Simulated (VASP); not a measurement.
# Ag (P6_3/mmc) in VASP: notebook

Ag is run at these levels: PBEsol; tasks: relaxation of cell and atoms.

Everything below comes from runs of VASP 6.6.1. Logs are shortened: lines on timing, memory, paths and dates and some standing lists are left out, and cuts for length are marked.

**1. The cell of the first run**

It takes space group P6_3/mmc (No. 194, hexagonal). Conventional cell: a = 2.866 Å, b = 2.866 Å, c = 4.695 Å, α = 90.00°, β = 90.00°, γ = 120.00°. Within 3.8 Å of Ag (site symmetry -6m2) lie 12 Ag at 2.87 Å.

This isn't the form of Ag at room conditions, which is fcc.

**2. Relaxation of cell and atoms, PBEsol, target pressure 7 GPa, at which the enthalpy is minimised**

INCAR reads:

```
ALGO = Normal
EDIFF = 1E-7
EDIFFG = -0.002
ENCUT = 600
GGA = PS
IBRION = 2
ISIF = 3
ISMEAR = -1
LASPH = T
LCHARG = F
LREAL = F
LWAVE = F
NELM = 100
NSW = 100
PREC = Accurate
PSTRESS = 70.0
SIGMA = 0.1
```

KPOINTS reads:

```
k-points
0
Gamma
  18 18 10
```

POSCAR reads:

```
Ag
1.0
    2.8659173720      0.0000000000      0.0000000000
   -1.4329586860      2.4819572493      0.0000000000
    0.0000000000      0.0000000000      4.6950714570
Ag
2
Direct
    0.3333333333      0.6666666667      0.2500000000
    0.6666666667      0.3333333333      0.7500000000
```

Potentials or basis: VASP PAW PBE potentials, release 64 (Ag).

Started as:

```sh
> cat potpaw_PBE.64/Ag/POTCAR > POTCAR
> mpirun -np 1 vasp_std > vasp.out
```

OUTCAR:

```text
EDIFF = 1E-7
   EDIFFG = -0.002
   ENCUT = 600
   GGA = PS
   IBRION = 2
   ISIF = 3
   ISMEAR = -1
   LASPH = T
   LREAL = F
   NELM = 100
   NSW = 100
   PREC = Accurate
   PSTRESS = 70.0

 ion  position               nearest neighbor table
   1  0.333  0.667  0.250-   2 2.87   2 2.87   2 2.87   2 2.87   2 2.87   2 2.87
   2  0.667  0.333  0.750-   1 2.87   1 2.87   1 2.87   1 2.87   1 2.87   1 2.87

  LATTYP: Found a hexagonal cell.
 ALAT       =     2.8659173720
 C/A-ratio  =     1.6382438318

  Lattice vectors:

 A1 = (   2.8659173720,   0.0000000000,   0.0000000000)
 A2 = (  -1.4329586860,   2.4819572493,   0.0000000000)
 A3 = (   0.0000000000,   0.0000000000,   4.6950714570)

Analysis of symmetry for initial positions (statically):
=====================================================================
 Subroutine PRICEL returns:
 Original cell was already a primitive cell.

 Routine SETGRP: Setting up the symmetry group for a
 hexagonal supercell.

 Subroutine GETGRP returns: Found 24 space group operations
 (whereof 12 operations were pure point group operations)
 out of a pool of 24 trial point group operations.

The static configuration has the point symmetry D_3d.
 The point group associated with its full space group is D_6h.

Analysis of symmetry for dynamics (positions and initial velocities):
=====================================================================
 Subroutine PRICEL returns:
 Original cell was already a primitive cell.

 Routine SETGRP: Setting up the symmetry group for a
 hexagonal supercell.

 Subroutine GETGRP returns: Found 24 space group operations
 (whereof 12 operations were pure point group operations)
 out of a pool of 24 trial point group operations.

The dynamic configuration has the point symmetry D_3d.
 The point group associated with its full space group is D_6h.

 Subroutine INISYM returns: Found 24 space group operations
 (whereof 12 operations are pure point group operations),
 and found     1 'primitive' translations

----------------------------------------------------------------------------------------

                                     Primitive cell

  volume of cell :      33.3964

  direct lattice vectors                    reciprocal lattice vectors
     2.865917372  0.000000000  0.000000000     0.348928413  0.201453913  0.000000000
    -1.432958686  2.481957249  0.000000000     0.000000000  0.402907826  0.000000000
     0.000000000  0.000000000  4.695071457     0.000000000  0.000000000  0.212989304

  length of vectors
     2.865917372  2.865917372  4.695071457     0.402907826  0.402907826  0.212989304

  position of ions in fractional coordinates (direct lattice)
     0.333333333  0.666666667  0.250000000
     0.666666667  0.333333333  0.750000000

  ion indices of the primitive-cell ions
   primitive index   ion index
                 1           1
                 2           2

----------------------------------------------------------------------------------------

 KPOINTS: k-points

Automatic generation of k-mesh.
 Grid dimensions read from file:
 generate k-points for:   18   18   10

 Generating k-lattice:

  Cartesian coordinates                     Fractional coordinates (reciprocal lattice)
     0.019384912  0.011191884  0.000000000     0.055555556  0.000000000  0.000000000
     0.000000000  0.022383768  0.000000000     0.000000000  0.055555556  0.000000000
     0.000000000  0.000000000  0.021298930     0.000000000  0.000000000  0.100000000

  Length of vectors
     0.022383768  0.022383768  0.021298930

  Shift w.r.t. Gamma in fractional coordinates (k-lattice)
     0.000000000  0.000000000  0.000000000

 Subroutine IBZKPT returns following result:
 ===========================================

 Found    222 irreducible k-points:

 Following reciprocal coordinates:
            Coordinates               Weight
  0.000000  0.000000  0.000000      1.000000
  0.055556  0.000000  0.000000      6.000000
  0.111111  0.000000  0.000000      6.000000
  0.166667 -0.000000  0.000000      6.000000
  0.222222  0.000000  0.000000      6.000000
  0.277778  0.000000  0.000000      6.000000
[... 16 lines left out ...]
  0.333333  0.111111  0.000000     12.000000
  0.388889  0.111111  0.000000     12.000000
 [... further k-points ...]
   k-points           NKPTS =    222   k-points in BZ     NKDIM =    222   number of bands    NBANDS=     15
   number of dos      NEDOS =    301   number of ions     NIONS =      2
   total plane-waves  NPLWV =  23040
   dimension x,y,z NGX =    24 NGY =   24 NGZ =   40
   dimension x,y,z NGXF=    48 NGYF=   48 NGZF=   80
   ions per type =               2
   NGX,Y,Z   is equivalent  to a cutoff of  13.92, 13.92, 14.16 a.u.
   NGXF,Y,Z  is equivalent  to a cutoff of  27.84, 27.84, 28.33 a.u.
 SYSTEM =  unknown system
   PREC   = accura    normal or accurate (medium, high low for compatibility)
   ISTART =      0    job   : 0-new  1-cont  2-samecut
   ICHARG =      2    charge: 1-file 2-atom 10-const
   ISPIN  =      1    spin polarized calculation?
   LNONCOLLINEAR =      F non collinear calculations
   LSORBIT =      F    spin-orbit coupling
   LASPH  =      T    aspherical Exc in radial PAW
   ENCUT  =  600.0 eV  44.10 Ry    6.64 a.u.   5.72  5.72  9.38*2*pi/ulx,y,z
   NELM   =    100;   NELMIN=  2; NELMDL= -5     # of ELM steps
   EDIFF  = 0.1E-06   stopping-criterion for ELM
   LREAL  =      F    real-space projection
   EDIFFG = -.2E-02   stopping-criterion for IOM
   NSW    =    100    number of steps for IOM
   IBRION =      2    ionic relax: 0-MD 1-quasi-New 2-CG
   NFREE  =      1    steps in history (QN), initial steepest desc. (CG)
   ISIF   =      3    stress and relaxation
   ISYM   =      2    0-nonsym 1-usesym 2-fastsym
   POTIM  = 0.5000    time-step for ionic-motion
   TEBEG  =    0.0;   TEEND  =   0.0 temperature during run
   PSTRESS=   70.0 pullay stress
   NELECT =      22.0000    total number of electrons
   NUPDOWN=      -1.0000    fix difference up-down
   EMIN   =  10.00;   EMAX   =-10.00  energy-range for DOS
   EFERMI =   0.00;   METHOD = LEGACY
   ISMEAR =    -1;   SIGMA  =   0.10  broadening in eV -4-tet -1-fermi 0-gaus
   EFERMI_NEDOS =   21; number of points for ismear=-14 and -15
   IALGO  =     38    algorithm
   IMIX   =      4    mixing-type and parameters
     AMIX     =   0.40;   BMIX     =  1.00
     AMIX_MAG =   1.60;   BMIX_MAG =  1.00
  volume/ion in A,a.u.               =      16.70       112.69
  Fermi-wavevector in a.u.,A,eV,Ry     =   1.424456  2.691831 27.607235  2.029075
  Thomas-Fermi vector in A             =   2.544945
   LORBIT       =      0    0 simple, 1 ext, 2 COOP (PROOUT), +10 PAW based schemes
   GGA     = PS    functional components
   LHFCALC =     F    Hartree Fock is set to
   AEXX    =    0.0000 exact exchange contribution
   IVDW    =     0    specifies the selected vdW correction
   LEPSILON=     F    determine dielectric tensor
   LRPA    =     F    only Hartree local field effects (RPA)
 conjugate gradient relaxation of ions
 non-spin polarized calculation
  energy-cutoff  :      600.00
  volume of cell :       33.40
 maximum number of plane-waves:      1132
 NGX is ok and might be reduce to    24
   NGX = 11   NGY = 11   NGZ = 19

--------------------------------------- Ionic step        1  -------------------------------------------

 number of electron      21.9999998 magnetization

 Free energy of the ion-electron system (eV)
  ---------------------------------------------------
  ext. energy  EPLUGINS =         0.00000000
  ---------------------------------------------------
  free energy    TOTEN  =        -6.61532529 eV

  energy without entropy =       -6.59487119  energy(sigma->0) =       -6.60509824

------------------------ aborting loop because EDIFF is reached ----------------------------------------

  FORCE on cell =-STRESS in cart. coord.  units (eV):
  Direction    XX          YY          ZZ          XY          YZ          ZX
  --------------------------------------------------------------------------------------
  -------------------------------------------------------------------------------------
  Total       -0.0559582     -0.0559582     -0.0476917      0.0000000      0.0000000     -0.0000000
  in kB       -2.6845658     -2.6845658     -2.2879851      0.0000000      0.0000000     -0.0000000
  external PRESSURE =     -72.5523723 kB  Pullay stress =      70.0000000 kB
[... 23 lines left out ...]
  enthalpy is  TOTEN    =        -5.1562166583 eV   P V=        1.4591086286

--------------------------------------- Ionic step        2  -------------------------------------------

 number of electron      21.9999998 magnetization

 E-fermi :  10.2017     XC(G=0): -13.2192

 val. band max:       10.1767482746   @ k =   0.2778   0.0000   0.3000
 cond. band min:      10.2211377108   @ k =   0.3333   0.1667   0.3000
 fundamental gap:      0.0443894362
 Fermi energy:        10.2017430439

 k-point     1 :       0.0000    0.0000    0.0000
  band No.  band energies     occupation
      1       1.3487      2.00000
      2       2.8949      2.00000
      3       4.8799      2.00000
      4       5.0110      2.00000
      5       5.0110      2.00000
      6       5.3163      2.00000
      7       5.3163      2.00000
      8       5.7801      2.00000
      9       5.7801      2.00000
     10       7.0493      2.00000
     11       7.0493      2.00000
     12       9.3442      1.99962
     13      14.5390      0.00000
     14      26.1565      0.00000
     15      28.1592      0.00000
[... 397 lines left out ...]
 k-point    24 :       0.3889    0.1111    0.0000
  band No.  band energies     occupation
      1       3.2092      2.00000
      2       3.4601      2.00000
      3       3.5961      2.00000
      4       4.8599      2.00000
      5       5.2662      2.00000
      6       5.5237      2.00000
      7       5.5511      2.00000
      8       7.0317      2.00000
      9       7.2083      2.00000
     10       7.2416      2.00000
     11       9.9078      1.89950
     12      13.4419      0.00000
     13      17.5595      0.00000
     14      17.8384      0.00000
     15      19.9452      0.00000

 [... further k-points ...]

------------------------ aborting loop because EDIFF is reached ----------------------------------------

  FORCE on cell =-STRESS in cart. coord.  units (eV):
  Direction    XX          YY          ZZ          XY          YZ          ZX
  --------------------------------------------------------------------------------------
  -------------------------------------------------------------------------------------
  Total        3.2877008      3.2877008      3.2634888      0.0000000      0.0000000      0.0000000
  in kB      176.3271140    176.3271140    175.0285631      0.0000000      0.0000000      0.0000000
  external PRESSURE =     105.8942637 kB  Pullay stress =      70.0000000 kB
[... 137 lines left out ...]
  enthalpy is  TOTEN    =        -5.1978524376 eV   P V=        1.3836796448

--------------------------------------- Ionic step        6  -------------------------------------------

 number of electron      22.0000004 magnetization

 Free energy of the ion-electron system (eV)
  ---------------------------------------------------
  ext. energy  EPLUGINS =         0.00000000
  ---------------------------------------------------
  free energy    TOTEN  =        -6.58109746 eV

  energy without entropy =       -6.56042869  energy(sigma->0) =       -6.57076307

 E-fermi :   9.2849     XC(G=0): -12.8601

 val. band max:        9.2811248791   @ k =   0.4444   0.0556   0.3000
 cond. band min:       9.2920474920   @ k =   0.2778   0.2222   0.3000
 fundamental gap:      0.0109226129
 Fermi energy:         9.2849095442

 k-point     1 :       0.0000    0.0000    0.0000
  band No.  band energies     occupation
      1       0.9097      2.00000
      2       2.4138      2.00000
      3       4.2269      2.00000
      4       4.3472      2.00000
      5       4.3472      2.00000
      6       4.6214      2.00000
      7       4.6214      2.00000
      8       5.0401      2.00000
      9       5.0401      2.00000
     10       6.1899      2.00000
     11       6.1899      2.00000
     12       8.6123      1.99761
     13      13.2680      0.00000
     14      25.1320      0.00000
     15      27.0717      0.00000
[... 397 lines left out ...]
 k-point    24 :       0.3889    0.1111    0.0000
  band No.  band energies     occupation
      1       2.7141      2.00000
      2       2.9496      2.00000
      3       3.0599      2.00000
      4       4.2121      2.00000
      5       4.5876      2.00000
      6       4.8178      2.00000
      7       4.8684      2.00000
      8       6.1743      2.00000
      9       6.3311      2.00000
     10       6.3621      2.00000
     11       8.9679      1.91940
     12      12.3450      0.00000
     13      16.3231      0.00000
     14      16.6328      0.00000
     15      18.7176      0.00000

 [... further k-points ...]

------------------------ aborting loop because EDIFF is reached ----------------------------------------

  FORCE on cell =-STRESS in cart. coord.  units (eV):
  Direction    XX          YY          ZZ          XY          YZ          ZX
  --------------------------------------------------------------------------------------
  -------------------------------------------------------------------------------------
  Total        1.3843785      1.3843785      1.3799264      0.0000000      0.0000000      0.0000000
  in kB       70.0574471     70.0574471     69.8321489      0.0000000      0.0000000      0.0000000
  external PRESSURE =      -0.0176523 kB  Pullay stress =      70.0000000 kB
[... 17 lines left out ...]
  FREE ENERGIE OF THE ION-ELECTRON SYSTEM (eV)
  ---------------------------------------------------
  free  energy   TOTEN  =        -6.5810974573 eV

  energy  without entropy=       -6.5604286861  energy(sigma->0) =       -6.57076307

  enthalpy is  TOTEN    =        -5.1978541925 eV   P V=        1.3832432649

 reached required accuracy - stopping structural energy minimisation
```

Run time: 6.6 min. Hardware: 1 thread of Intel Xeon 8259CL, shared host; peak memory 0.27 GiB.

Results:

- Free energy: -6.5811 eV
- Relaxed volume: 15.83 Å³/atom
- Relaxed cell: a = 2.815 Å, b = 2.815 Å, c = 4.612 Å, α = 90.00°, β = 90.00°, γ = 120.00°
- Space group after relaxing (to 0.1 Å): P6_3/mmc (No. 194)
- Energy change on relaxing (the run minimises the enthalpy): +17.1 meV/atom
- Ionic steps: 6
- Pressure after relaxing: 7.0 GPa
- Band gap on the k mesh: zero (bands 11 and 12 overlap by 7.76 eV)

Step by step:
```tsv
step	energy change (eV)	largest force (eV/Å)	pressure (GPa)	volume (Å³)
1	0.0000	0.0000	-0.26	33.40
2	0.1678	0.0000	17.59	29.87
3	0.0335	0.0000	6.91	31.68
4	0.0349	0.0000	7.06	31.64
5	0.0338	0.0000	6.94	31.67
6	0.0342	0.0000	7.00	31.66
```

Final structure:
```
Ag
1.0
     2.81536    0.00000    0.00000
    -1.40768    2.43817    0.00000
     0.00000    0.00000    4.61225
Ag
2
Direct
  0.33333 0.66667 0.25000
  0.66667 0.33333 0.75000
```

Levels at points of the mesh, in eV from the Fermi level:
| k point | band 8 | band 9 | band 10 | band 11 | band 12 | band 13 | band 14 | band 15 |
| --- | --- | --- | --- | --- | --- | --- | --- | --- |
| (0.00, 0.00, 0.00) | -4.24 | -4.24 | -3.10 | -3.10 | -0.67 | 3.98 | 15.85 | 17.79 |
| (0.50, 0.00, 0.00) | -2.93 | -2.88 | -2.77 | 0.10 | 1.75 | 7.21 | 7.45 | 10.05 |
| (0.00, 0.00, 0.50) | -4.84 | -3.45 | -3.45 | -3.45 | -3.45 | 11.64 | 11.64 | 16.25 |
| (0.50, 0.00, 0.50) | -3.17 | -2.83 | -2.83 | 0.64 | 0.64 | 5.05 | 5.05 | 14.23 |

Caveat: the cell is relaxed towards a set pressure, so the run minimises the enthalpy, not the energy; the PAW data sets were made with another functional, which shifts forces and pressure a little.

(Continued in part 2 of 2.)

The gap in the log of VASP goes by the Fermi energy; the results here count the filled bands.